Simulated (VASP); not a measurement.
# Bi in VASP: notebook

The runs below take Bi through single point, with PBEsol, r2SCAN.

All numbers are computed with VASP 6.6.1; they aren't measurements. Logs are shortened: lines on timing, memory, paths and dates and some standing lists are left out, and cuts for length are marked.

### 1 The cell of the first run

The cell holds a slab with vacuum, 2 atoms: a = 4.315 Å, b = 4.315 Å, c = 27.053 Å, α = 90.00°, β = 90.00°, γ = 120.00°.

### 2 Single point, PBEsol

INCAR

```
SYSTEM = Bi
PREC = Accurate
ENCUT = 400
EDIFF = 1E-6
ISMEAR = 0
SIGMA = 0.01
LREAL = .False.
LASPH = .True.
NELM = 120
ALGO = Normal
ISIF = 2
LWAVE = .False.
LCHARG = .False.
LDIPOL = .True.
IDIPOL = 3
DIPOL = 0.5 0.5 0.344
GGA = PS
NBANDS = 22
GGA_COMPAT = .False.
NELMDL = -8
```

KPOINTS

```
Automatic mesh
0
Gamma
  6 6 1
  0 0 0
```

POSCAR

```
Bi
1.0
    4.3148968867      0.0000000000      0.0000000000
   -2.1574484433      3.7368103186      0.0000000000
    0.0000000000      0.0000000000     27.0530695984
Bi
2
Direct
    0.3333333333      0.6666666667      0.3127438498
    0.6666666667      0.3333333333      0.3757744986
```

Potentials or basis: VASP PAW PBE potentials, release 64 (Bi_d).

Launch:

```console
cat potpaw_PBE.64/Bi_d/POTCAR > POTCAR
mpirun -np 1 vasp_std > vasp.out
```

OUTCAR:

```text
SYSTEM = Bi
   PREC = Accurate
   ENCUT = 400
   EDIFF = 1E-6
   ISMEAR = 0
   LREAL = .False.
   LASPH = .True.
   NELM = 120
   ISIF = 2
   GGA = PS
   NELMDL = -8

 ion  position               nearest neighbor table
   1  0.333  0.667  0.313-   2 3.02   2 3.02   2 3.02
   2  0.667  0.333  0.376-   1 3.02   1 3.02   1 3.02

  LATTYP: Found a hexagonal cell.
 ALAT       =     4.3148968867
 C/A-ratio  =     6.2696908660

  Lattice vectors:

 A1 = (   4.3148968867,   0.0000000000,   0.0000000000)
 A2 = (  -2.1574484433,   3.7368103186,   0.0000000000)
 A3 = (   0.0000000000,   0.0000000000,  27.0530695984)

Analysis of symmetry for initial positions (statically):
=====================================================================
 Subroutine PRICEL returns:
 Original cell was already a primitive cell.

 Routine SETGRP: Setting up the symmetry group for a
 hexagonal supercell.

 Subroutine GETGRP returns: Found 12 space group operations
 (whereof  6 operations were pure point group operations)
 out of a pool of 24 trial point group operations.

The static configuration has the point symmetry C_3v.
 The point group associated with its full space group is D_3d.

Analysis of symmetry for dynamics (positions and initial velocities):
=====================================================================
 Subroutine PRICEL returns:
 Original cell was already a primitive cell.

 Routine SETGRP: Setting up the symmetry group for a
 hexagonal supercell.

 Subroutine GETGRP returns: Found 12 space group operations
 (whereof  6 operations were pure point group operations)
 out of a pool of 24 trial point group operations.

The dynamic configuration has the point symmetry C_3v.
 The point group associated with its full space group is D_3d.

 Subroutine INISYM returns: Found 12 space group operations
 (whereof  6 operations are pure point group operations),
 and found     1 'primitive' translations

----------------------------------------------------------------------------------------

                                     Primitive cell

  volume of cell :     436.2024

  direct lattice vectors                    reciprocal lattice vectors
     4.314896887  0.000000000  0.000000000     0.231755248  0.133803955  0.000000000
    -2.157448443  3.736810319  0.000000000     0.000000000  0.267607910  0.000000000
[... 68 lines left out ...]
   LREAL  =      F    real-space projection
   EDIFFG = 0.1E-04   stopping-criterion for IOM
   NSW    =      0    number of steps for IOM
   IBRION =     -1    ionic relax: 0-MD 1-quasi-New 2-CG
   NFREE  =      0    steps in history (QN), initial steepest desc. (CG)
   ISIF   =      2    stress and relaxation
   ISYM   =      2    0-nonsym 1-usesym 2-fastsym
   POTIM  = 0.5000    time-step for ionic-motion
   TEBEG  =    0.0;   TEEND  =   0.0 temperature during run
   PSTRESS=    0.0 pullay stress
   NELECT =      30.0000    total number of electrons
   NUPDOWN=      -1.0000    fix difference up-down
   EMIN   =  10.00;   EMAX   =-10.00  energy-range for DOS
   EFERMI =   0.00;   METHOD = LEGACY
   ISMEAR =     0;   SIGMA  =   0.01  broadening in eV -4-tet -1-fermi 0-gaus
   EFERMI_NEDOS =   21; number of points for ismear=-14 and -15
   IALGO  =     38    algorithm
   IMIX   =      4    mixing-type and parameters
     AMIX     =   0.40;   BMIX     =  1.00
     AMIX_MAG =   1.60;   BMIX_MAG =  1.00
  volume/ion in A,a.u.               =     218.10      1471.82
  Fermi-wavevector in a.u.,A,eV,Ry     =   0.670737  1.267510  6.121108  0.449889
  Thomas-Fermi vector in A             =   1.746346
   LORBIT       =      0    0 simple, 1 ext, 2 COOP (PROOUT), +10 PAW based schemes
   GGA     = PS    functional components
   LHFCALC =     F    Hartree Fock is set to
   AEXX    =    0.0000 exact exchange contribution
   IVDW    =     0    specifies the selected vdW correction
   LEPSILON=     F    determine dielectric tensor
   LRPA    =     F    only Hartree local field effects (RPA)
 non-spin polarized calculation
 Gauss-broadening in eV      SIGMA  =   0.01
  energy-cutoff  :      400.00
  volume of cell :      436.20
 maximum number of plane-waves:      7947
   NGX = 15   NGY = 15   NGZ = 89

 dipolmoment           0.000000      0.000000     -0.000116 electrons x Angstroem

 number of electron      29.9999986 magnetization

 dipolmoment           0.000000      0.000000      0.000002 electrons x Angstroem

 Free energy of the ion-electron system (eV)
  ---------------------------------------------------
  ext. energy  EPLUGINS =         0.00000000
  ---------------------------------------------------
  free energy    TOTEN  =        -8.15960391 eV

  energy without entropy =       -8.15960391  energy(sigma->0) =       -8.15960391

 E-fermi :  -2.4839     XC(G=0):  -2.0484

 val. band max:       -2.5880828569   @ k =   0.0000   0.0000   0.0000
 cond. band min:      -2.0296048150   @ k =   0.0000   0.0000   0.0000
 fundamental gap:      0.5584780419
 Fermi energy:        -2.4839396656

 k-point     1 :       0.0000    0.0000    0.0000
  band No.  band energies     occupation
      1     -25.1249      2.00000
      2     -25.1249      2.00000
      3     -24.9865      2.00000
      4     -24.9864      2.00000
      5     -24.9656      2.00000
      6     -24.7971      2.00000
[... 164 lines left out ...]
     21       4.0926      0.00000
     22       4.7609      0.00000

------------------------ aborting loop because EDIFF is reached ----------------------------------------

 vacuum level on the upper side and lower side of the slab       (xc-potential included)        -0.007        -0.007

  FORCE on cell =-STRESS in cart. coord.  units (eV):
  Direction    XX          YY          ZZ          XY          YZ          ZX
  --------------------------------------------------------------------------------------
  -------------------------------------------------------------------------------------
  Total       -0.4809104     -0.4809104     -0.1379223     -0.0000000     -0.0000000     -0.0000000
  in kB       -1.7663904     -1.7663904     -0.5065905     -0.0000000     -0.0000000     -0.0000000
  external PRESSURE =      -1.3464571 kB  Pullay stress =       0.0000000 kB

 VOLUME and BASIS-vectors are now :
 -----------------------------------------------------------------------------
  energy-cutoff  :      400.00
  volume of cell :      436.20
      direct lattice vectors                 reciprocal lattice vectors
     4.314896887  0.000000000  0.000000000     0.231755248  0.133803955  0.000000000
    -2.157448443  3.736810319  0.000000000     0.000000000  0.267607910  0.000000000
     0.000000000  0.000000000 27.053069598     0.000000000  0.000000000  0.036964382

 POSITION                                       TOTAL-FORCE (eV/Angst)
 -----------------------------------------------------------------------------------
     -0.00000      2.49121      8.46068         0.000000     -0.000000      0.053567
      2.15745      1.24560     10.16585        -0.000000      0.000000     -0.053567
 -----------------------------------------------------------------------------------
    total drift:                               -0.000000      0.000000     -0.000038

  FREE ENERGIE OF THE ION-ELECTRON SYSTEM (eV)
  ---------------------------------------------------
  free  energy   TOTEN  =        -8.1596039116 eV

  energy  without entropy=       -8.1596039116  energy(sigma->0) =       -8.15960391

 vacuum level on the upper side and lower side of the slab         1.654         1.653
```

OSZICAR:

```text
N       E                     dE             d eps       ncg     rms          rms(c)
DAV:   1     0.190865086385E+03    0.19087E+03   -0.12497E+04   436   0.822E+02
DAV:   2     0.608960492904E+01   -0.18478E+03   -0.18250E+03   356   0.270E+02
DAV:   3    -0.775302336315E+01   -0.13843E+02   -0.13785E+02   370   0.903E+01
[... 15 lines left out ...]
DAV:  19    -0.815958161908E+01   -0.40565E-04   -0.25451E-06   282   0.615E-03    0.591E-04
DAV:  20    -0.815959424039E+01   -0.12621E-04   -0.47221E-07   294   0.250E-03    0.311E-04
DAV:  21    -0.815960177292E+01   -0.75325E-05   -0.26822E-07   262   0.166E-03    0.172E-04
DAV:  22    -0.815960298624E+01   -0.12133E-05   -0.26189E-08   262   0.140E-03    0.757E-05
DAV:  23    -0.815960391160E+01   -0.92536E-06   -0.31172E-08   240   0.542E-04
   1 F= -.81596039E+01 E0= -.81596039E+01  d E =-.247351E-50
```

Run time: 2.3 min. Hardware: 1 thread of Intel Xeon 8259CL, shared host; peak memory 0.32 GiB.

Results:

- Free energy: -8.1596 eV
- Largest force: 0.054 eV/Å

Forces in eV/Å, atoms in the order of the input:
```
Bi   0.000  0.000  0.054
Bi   0.000  0.000 -0.054
```

Levels at points of the mesh, in eV from the Fermi level:
| k point | band 13 | band 14 | band 15 | band 16 | band 17 | band 18 |
| --- | --- | --- | --- | --- | --- | --- |
| (0.00, 0.00, 0.00) | -0.84 | -0.10 | -0.10 | 0.45 | 2.50 | 2.50 |
| (0.50, 0.00, 0.00) | -3.22 | -1.77 | -1.57 | 1.27 | 2.15 | 3.19 |

Caveat: the PAW data sets were made with another functional, which shifts forces and pressure a little; spin-orbit coupling is left out, which moves the levels of the heavy elements.

### 3 Single point, r2SCAN

POSCAR is that of step 2.

INCAR.step1

```
PREC = Accurate ; ENCUT = 440
ISMEAR = 0 ; SIGMA = 0.01
LREAL = False ; LASPH = True
NELM = 120 ; LDIPOL = True
IDIPOL = 3 ; DIPOL = 0.5 0.5 0.344
NBANDS = 22 ; GGA = PE
ALGO = Normal ; EDIFF = 1E-5
LWAVE = True ; LCHARG = False
GGA_COMPAT = False ; NELMDL = -8
```

INCAR.step2

```
PREC = Accurate ; ENCUT = 440
EDIFF = 1E-6 ; ISMEAR = 0
SIGMA = 0.01 ; LREAL = False
LASPH = True ; NELM = 120
ALGO = Normal ; ISIF = 2
LWAVE = False ; LCHARG = False
LDIPOL = True ; IDIPOL = 3
DIPOL = 0.5 0.5 0.344 ; METAGGA = R2SCAN
LMIXTAU = True ; NBANDS = 22
ISTART = 1 ; GGA_COMPAT = False
```

KPOINTS

```
regular mesh
0
Gamma
  6 6 1
```

Potentials or basis: VASP PAW PBE potentials, release 64 (Bi_d).

Launch:

```console
cat potpaw_PBE.64/Bi_d/POTCAR > POTCAR
cp INCAR.step1 INCAR
mpirun -np 1 vasp_std > vasp.out
cp INCAR.step2 INCAR
mpirun -np 1 vasp_std > vasp.out
```

Wall time 14 min (1 thread of Intel Xeon 8259CL, shared host); peak memory 0.41 GiB.

Results (log left out):

| Quantity | Value |
| --- | --- |
| Free energy | -116.7459 eV |
| Largest force | 0.018 eV/Å |
| Band gap on the k mesh | 0.86 eV |

Forces on the atoms (eV/Å):
```
Bi   0.000  0.000 -0.018
Bi   0.000  0.000  0.018
```

Levels at points of the mesh, in eV from the valence-band top:
| k point | band 11 | band 12 | band 13 | band 14 | band 15 | band 16 | band 17 | band 18 | band 19 | band 20 |
| --- | --- | --- | --- | --- | --- | --- | --- | --- | --- | --- |
| (0.00, 0.00, 0.00) | -12.91 | -8.56 | -0.74 | 0.00 | 0.00 | 0.86 | 2.81 | 2.81 | 4.33 | 4.33 |
| (0.50, 0.00, 0.00) | -11.26 | -9.82 | -3.19 | -1.69 | -1.52 | 1.65 | 2.53 | 3.56 | 5.40 | 6.58 |

Caveat: the PAW data sets were made with another functional, which shifts forces and pressure a little; spin-orbit coupling is left out, which moves the levels of the heavy elements.
